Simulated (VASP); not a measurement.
FeGe: single point with PBE

Crystal: FeGe.

```
Ge Fe
1.0
     4.99760    0.00000    0.00000
    -2.49880    4.32805    0.00000
     0.00000    0.00000    4.11576
Ge Fe
3 3
Direct
  0.66667 0.33333 0.50000
  0.33333 0.66667 0.50000
  0.00000 0.00000 0.00000
  0.00000 0.50000 0.00000
  0.50000 0.50000 0.00000
  0.50000 0.00000 0.00000
```

```
Program             : VASP 6.6.1
Task                : single point
Functional          : PBE
Potentials or basis : VASP PAW PBE potentials, release 64 (Ge_d, Fe)
Cutoff              : 520 eV
k mesh              : 6 × 6 × 7
Occupations         : fermi-dirac, width 0.05 eV
Spin                : collinear spin, ferromagnetic start
Starting moments    : [0.0, 0.0, 0.0, 3.0, 3.0, 3.0] μB
```

```json
{
 "Pressure": "-3.9 GPa",
 "Net moment": "4.31 μB per cell",
 "Site moments": "Ge -0.06, -0.09; Fe +1.52 μB",
 "Valence electrons inside the program's atomic spheres": "Ge 12.36, 12.32; Fe 7.36"
}
```

Stress tensor (GPa, compression positive):
```
-3.67  0.00  0.00
 0.00 -3.67  0.00
 0.00  0.00 -4.50
```

Levels at points of the mesh, in eV from the Fermi level:
Spin up:
| k point | band 31 | band 32 | band 33 | band 34 | band 35 | band 36 | band 37 | band 38 | band 39 | band 40 |
| --- | --- | --- | --- | --- | --- | --- | --- | --- | --- | --- |
| (0.00, 0.00, 0.00) | -1.55 | -1.32 | -1.29 | -1.29 | -0.30 | 0.17 | 1.18 | 1.18 | 2.71 | 3.05 |
| (0.50, 0.00, 0.00) | -1.80 | -1.36 | -1.30 | 0.41 | 0.41 | 0.88 | 1.33 | 1.65 | 2.88 | 3.49 |
Spin down:
```csv
k point,band 28,band 29,band 30,band 31,band 32,band 33,band 34,band 35
"(0.00, 0.00, 0.00)",-1.40,-1.40,0.28,0.28,0.39,0.55,0.55,0.98
"(0.50, 0.00, 0.00)",-1.59,-0.76,-0.36,-0.30,0.21,0.52,1.36,1.45
```

Wall time 6.3 min on 1 thread of Intel(R) Xeon(R) Platinum 8488C (Sapphire Rapids), with other jobs on the host, peak memory 0.34 GiB.
